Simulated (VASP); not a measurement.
Here is a VASP 6.6.1 calculation.

Contents of INCAR:

```
SYSTEM = Co
PREC = Accurate
ENCUT = 510
EDIFF = 1E-6
ISMEAR = -1
SIGMA = 0.05
LREAL = .FALSE.
LASPH = .TRUE.
NELM = 120
ALGO = Normal
ISIF = 2
LWAVE = .FALSE.
LCHARG = .FALSE.
LDIPOL = .TRUE.
IDIPOL = 3
DIPOL = 0.5 0.5 0.500
GGA = PE
NBANDS = 60
GGA_COMPAT = .FALSE.
NELMDL = -8
```

File KPOINTS:

```
regular mesh
0
G
  12 12 1
  0 0 0
```

POSCAR

```
Co
1.0
    2.5395032940      0.0000000000      0.0000000000
   -1.2697516470      2.1992743656      0.0000000000
    0.0000000000      0.0000000000     25.3674787838
Co
6
Direct
    0.6666666667      0.3333333333      0.2956541351
    0.3333333333      0.6666666667      0.3773924811
    0.0000000000      0.0000000000      0.4591308270
    0.6666666667      0.3333333333      0.5408691730
    0.3333333333      0.6666666667      0.6226075189
    0.0000000000      0.0000000000      0.7043458649
```

Potentials or basis: VASP PAW PBE potentials, release 64 (Co_sv).

Run with:

```console
$ cat potpaw_PBE.64/Co_sv/POTCAR > POTCAR
$ mpirun -np 1 vasp_std > vasp.out
```

Estimate the band gap on the k mesh.

zero (bands 51 and 52 overlap by 0.83 eV).

Predict the largest force.

1.041 eV/Å.

Forces in eV/Å, atoms in the order of the input:
```
Co   0.000  0.000  1.041
Co   0.000  0.000 -0.204
Co   0.000  0.000 -0.077
Co   0.000  0.000  0.077
Co   0.000  0.000  0.204
Co   0.000  0.000 -1.041
```

Caveat: the run has no spin polarisation, though such a crystal can be magnetic. Spin polarisation is off, so any magnetic state and its effect on volume and gap are missing.
